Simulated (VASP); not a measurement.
## BP6: single point with PBEsol

The system is BP6, a slab with vacuum.

```
P B
1.0
     3.31741    0.00000    0.00000
    -1.65871    5.14536    0.00000
     0.00000    0.00000   24.68403
P B
6 1
Direct
  0.89472 0.78943 0.34435
  0.39472 0.78943 0.40459
  0.60528 0.21057 0.42937
  0.06941 0.13815 0.49055
  0.83007 0.65784 0.48270
  0.26524 0.52766 0.53764
  0.26524 0.77766 0.59159
```

| Item | Value |
| --- | --- |
| Program | VASP 6.6.1 |
| Task | single point |
| Functional | PBEsol |
| Potentials or basis | VASP PAW PBE potentials, release 64 (P, B) |
| Cutoff | 520 eV |
| k mesh | 9 × 6 × 1 |
| Occupations | gaussian, width 0.1 eV |
| Spin | no spin polarisation |

| Property | Result |
| --- | --- |
| Largest force | 1.454 eV/Å |

Forces on the atoms (eV/Å):
```
P   -0.011 -0.116  0.967
P    0.015 -0.358 -1.409
P   -0.024  0.340  0.564
P    0.018 -1.335 -0.155
P    0.064  0.314 -0.050
P    0.107  0.689  0.062
B   -0.168  0.468  0.019
```

Levels at points of the mesh, in eV from the Fermi level:
| k point | band 15 | band 16 | band 17 | band 18 | band 19 | band 20 |
| --- | --- | --- | --- | --- | --- | --- |
| (0.00, 0.00, 0.00) | -1.07 | -0.49 | 0.14 | 1.48 | 1.63 | 1.80 |
| (0.00, 0.50, 0.00) | -1.49 | -0.37 | -0.30 | 0.41 | 1.56 | 1.79 |

Run time: 7.5 min on 1 thread of Intel(R) Xeon(R) 6975P-C (Granite Rapids), on a shared host, peak memory 0.63 GiB.

Caveat: the PAW data sets were made with another functional, which shifts forces and pressure a little.
